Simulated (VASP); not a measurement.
# CsRh3 (Pm-3m) in VASP: notebook, part 2 of 2

VASP 6.6.1. The steps go on from the part before.

### Step 3. Single point, PBE

This run uses another cell than the first one, of 18.14 Å³/atom.

The input, INCAR:

```
ALGO = Normal ; EDIFF = 1E-6
ENCUT = 620 ; GGA = PE
GGA_COMPAT = False ; ISIF = 2
ISMEAR = 0 ; LASPH = True
LCHARG = False ; LREAL = False
LWAVE = False ; NBANDS = 38
NELM = 120 ; PREC = Accurate
SIGMA = 0.1
```

The input, KPOINTS:

```
k-points
0
Gamma
  12 12 12
```

The input, POSCAR:

```
CsRh3
1.0
    4.1706640379      0.0000000000      0.0000000000
    0.0000000000      4.1706640379      0.0000000000
    0.0000000000      0.0000000000      4.1706640379
Cs Rh
1 3
Direct
    0.0000000000      0.0000000000      0.0000000000
    0.0000000000      0.5000000000      0.5000000000
    0.5000000000      0.0000000000      0.5000000000
    0.5000000000      0.5000000000      0.0000000000
```

Potentials or basis: VASP PAW PBE potentials, release 64 (Cs_sv, Rh_sv_GW).

The run is started by

```bash
cat potpaw_PBE.64/Cs_sv/POTCAR potpaw_PBE.64/Rh_sv_GW/POTCAR > POTCAR
mpirun -np 1 vasp_std > vasp.out
```

OUTCAR:

```text
EDIFF = 1E-6
   ENCUT = 620
   GGA = PE
   ISIF = 2
   ISMEAR = 0
   LASPH = True
   LREAL = False
   NELM = 120
   PREC = Accurate

 ion  position               nearest neighbor table
   1  0.000  0.000  0.000-
   2  0.000  0.500  0.500-
   3  0.500  0.000  0.500-
   4  0.500  0.500  0.000-

  LATTYP: Found a simple cubic cell.
 ALAT       =     4.1706640379

  Lattice vectors:

 A1 = (   4.1706640379,   0.0000000000,   0.0000000000)
 A2 = (   0.0000000000,   4.1706640379,   0.0000000000)
 A3 = (   0.0000000000,   0.0000000000,   4.1706640379)

Analysis of symmetry for initial positions (statically):
=====================================================================
 Subroutine PRICEL returns:
 Original cell was already a primitive cell.

[... 168 lines left out ...]
  ext. energy  EPLUGINS =         0.00000000
  ---------------------------------------------------
  free energy    TOTEN  =       -14.72005065 eV

  energy without entropy =      -14.68565184  energy(sigma->0) =      -14.70285124

 E-fermi :   7.4081     XC(G=0): -12.4857

 val. band max:        7.4077641044   @ k =   0.5000   0.4167   0.3333
 cond. band min:       7.4103054890   @ k =   0.3333   0.1667   0.0000
 fundamental gap:      0.0025413846
 Fermi energy:         7.4080974731

 k-point     1 :       0.0000    0.0000    0.0000
  band No.  band energies     occupation
      1     -70.2145      2.00000
      2     -70.1810      2.00000
      3     -70.1810      2.00000
      4     -38.2266      2.00000
      5     -38.2266      2.00000
      6     -38.2266      2.00000
[... 973 lines left out ...]
     37      13.6355      0.00000
     38      15.9585      0.00000

 [... further k-points ...]

------------------------ aborting loop because EDIFF is reached ----------------------------------------

  FORCE on cell =-STRESS in cart. coord.  units (eV):
  Direction    XX          YY          ZZ          XY          YZ          ZX
  --------------------------------------------------------------------------------------
  -------------------------------------------------------------------------------------
  Total        0.6258249      0.6258249      0.6258249     -0.0000000      0.0000000     -0.0000000
  in kB       13.8212652     13.8212652     13.8212652     -0.0000000      0.0000000     -0.0000000
  external PRESSURE =      13.8212652 kB  Pullay stress =       0.0000000 kB

 VOLUME and BASIS-vectors are now :
 -----------------------------------------------------------------------------
  energy-cutoff  :      620.00
  volume of cell :       72.55
      direct lattice vectors                 reciprocal lattice vectors
     4.170664038  0.000000000  0.000000000     0.239769972  0.000000000  0.000000000
     0.000000000  4.170664038  0.000000000     0.000000000  0.239769972  0.000000000
     0.000000000  0.000000000  4.170664038     0.000000000  0.000000000  0.239769972

 POSITION                                       TOTAL-FORCE (eV/Angst)
 -----------------------------------------------------------------------------------
      0.00000      0.00000      0.00000         0.000000      0.000000      0.000000
      0.00000      2.08533      2.08533         0.000000      0.000000      0.000000
      2.08533      0.00000      2.08533         0.000000      0.000000      0.000000
      2.08533      2.08533      0.00000         0.000000      0.000000      0.000000
 -----------------------------------------------------------------------------------
    total drift:                                0.000000      0.000000      0.000000

  FREE ENERGIE OF THE ION-ELECTRON SYSTEM (eV)
  ---------------------------------------------------
  free  energy   TOTEN  =       -14.7200506497 eV

  energy  without entropy=      -14.6856518389  energy(sigma->0) =      -14.70285124
```

OSZICAR:

```text
N       E                     dE             d eps       ncg     rms          rms(c)
DAV:   1     0.129002532072E+04    0.12900E+04   -0.38512E+04  6464   0.204E+03
DAV:   2     0.120580982331E+03   -0.11694E+04   -0.11238E+04  6432   0.104E+03
DAV:   3    -0.111925710446E+02   -0.13177E+03   -0.12548E+03 10656   0.285E+02
DAV:   4    -0.178291182315E+02   -0.66365E+01   -0.60894E+01  9840   0.782E+01
DAV:   5    -0.180777129371E+02   -0.24859E+00   -0.24600E+00  9716   0.138E+01    0.521E+01
DAV:   6    -0.153801841448E+02    0.26975E+01   -0.24713E+01  9048   0.512E+01    0.161E+01
DAV:   7    -0.148193051338E+02    0.56088E+00   -0.50042E+00  9002   0.256E+01    0.159E+01
DAV:   8    -0.147325245425E+02    0.86781E-01   -0.51163E-01  8646   0.620E+00    0.733E-01
DAV:   9    -0.147205672572E+02    0.11957E-01   -0.41812E-02 10626   0.157E+00    0.362E-01
DAV:  10    -0.147200768669E+02    0.49039E-03   -0.73224E-03  8532   0.622E-01    0.107E-01
DAV:  11    -0.147200528155E+02    0.24051E-04   -0.50435E-04  9248   0.247E-01    0.350E-02
DAV:  12    -0.147200515783E+02    0.12373E-05   -0.44706E-05 10708   0.578E-02    0.926E-03
DAV:  13    -0.147200506497E+02    0.92854E-06   -0.20351E-06  5370   0.187E-02
   1 F= -.14720051E+02 E0= -.14702851E+02  d E =-.343988E-01
```

stdout:

```text
POSCAR found type information on POSCAR CsRh
 POSCAR found :  2 types and       4 ions
 scaLAPACK will be used
 LDA part: xc-table for (Slater+PW92), standard interpolation
 POSCAR, INCAR and KPOINTS ok, starting setup
 FFT: planning ... GRIDC
 FFT: planning ... GRID_SOFT
 FFT: planning ... GRID
 WAVECAR not read
 entering main loop
```

Run time: 4.3 min. Hardware: 1 thread of AMD EPYC 7R13 (Zen 3), shared host; peak memory 0.39 GiB.

What came out:

```
Free energy            : -14.7201 eV
Pressure               : 1.4 GPa
Band gap on the k mesh : zero (bands 30 and 31 overlap by 1.06 eV)
```

Caveat: spin-orbit coupling is left out, which moves the levels of the heavy elements.

The gap in the log of VASP goes by the Fermi energy; the results here count the filled bands.